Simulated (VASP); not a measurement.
Here is a VASP 6.6.1 calculation.

INCAR

```
SYSTEM = Ba3Sb2Br2O5
PREC = Accurate
ENCUT = 520
EDIFF = 1E-6
ISMEAR = 0
SIGMA = 0.0198
LREAL = .FALSE.
LASPH = .TRUE.
NELM = 80
ALGO = Normal
ISIF = 2
LWAVE = .FALSE.
LCHARG = .FALSE.
NBANDS = 54
```

Contents of KPOINTS:

```
Automatic mesh
0
G
  6 6 6
  0 0 0
```

Contents of POSCAR:

```
Ba3Sb2Br2O5
1.0
    0.0000000000      4.3275010000      0.0000000000
    4.3275010000      0.0000000000      0.0000000000
    2.1637510000      2.1637510000    -13.1491110000
Ba Sb Br O
3 2 2 5
Direct
    0.5000000000      0.5000000000      0.0000000000
    0.3448000000      0.3448000000      0.3104000000
    0.6552000000      0.6552000000      0.6896000000
    0.0794000000      0.0794000000      0.8412000000
    0.9206000000      0.9206000000      0.1588000000
    0.2048000000      0.2048000000      0.5904000000
    0.7952000000      0.7952000000      0.4096000000
    0.5896000000      0.0896000000      0.8208000000
    0.0896000000      0.5896000000      0.8208000000
    0.4104000000      0.9104000000      0.1792000000
    0.9104000000      0.4104000000      0.1792000000
    0.0000000000      0.0000000000      0.0000000000
```

Potentials or basis: VASP PAW LDA potentials, release 64 (Ba_sv, Sb, Br, O).

The run is started by

```sh
$ cat potpaw_LDA.64/Ba_sv/POTCAR potpaw_LDA.64/Sb/POTCAR potpaw_LDA.64/Br/POTCAR potpaw_LDA.64/O/POTCAR > POTCAR
$ mpirun -np 1 vasp_std > vasp.out
```

**Question.** What does it give for the largest force?

**Answer.** 0.820 eV/Å.

**Question.** Estimate the band gap on the k mesh.

**Answer.** Zero (bands 42 and 43 overlap by 0.32 eV).

**Question.** Estimate the pressure.

**Answer.** 1.0 GPa.

Stress tensor (GPa, compression positive):
```
 2.08  0.00  0.00
 0.00  2.08  0.00
 0.00  0.00 -1.25
```

Caveat: spin-orbit coupling is left out, which moves the levels of the heavy elements.
